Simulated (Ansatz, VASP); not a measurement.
Sb: VASP beside Ansatz

```xyz
2
Lattice="2.1685 1.2520 3.7829 -2.1685 1.2520 3.7829 0.0000 -2.5039 3.7829" Properties=species:S:1:pos:R:3 pbc="T T T"
Sb    0.0000    0.0000    8.6989
Sb    0.0000    0.0000    2.6498
```

Alike in both runs: task single point; functional PBE exchange alone; k mesh 8 × 8 × 8; occupations fermi-dirac, width 0.05 eV; no spin polarisation.

|  | VASP | Ansatz |
| --- | --- | --- |
| version | VASP 6.6.1 | Ansatz 0.2.0 |
| potentials or method | VASP PAW PBE potentials, release 64 (Sb_d_GW) | Ansatz PAW |
| plane-wave cutoff (eV) | 500 | 420 |
| valence electrons in the cell | 30 | 30 |

Ansatz gave:

```
gap on the k mesh at the Fermi level (eV)                     : none
pressure (GPa)                                                : 10.9
traceless stress, the component that is largest in VASP (GPa) : -0.24
rms of the force components (eV/Å)                            : 0.114
```

Problem. What did VASP give for the same quantities?

Solution. gap on the k mesh at the Fermi level (eV): none; pressure (GPa): 10.8; traceless stress, the component that is largest in VASP (GPa): -0.24; rms of the force components (eV/Å): 0.113.

VASP's potentials were made for PBE, not for PBE exchange alone. Atom by atom the forces differ by 0.001 eV/Å (rms over components). A gap of «none» marks a metal or a gap that the smearing closes.

Spin-orbit coupling is off throughout.
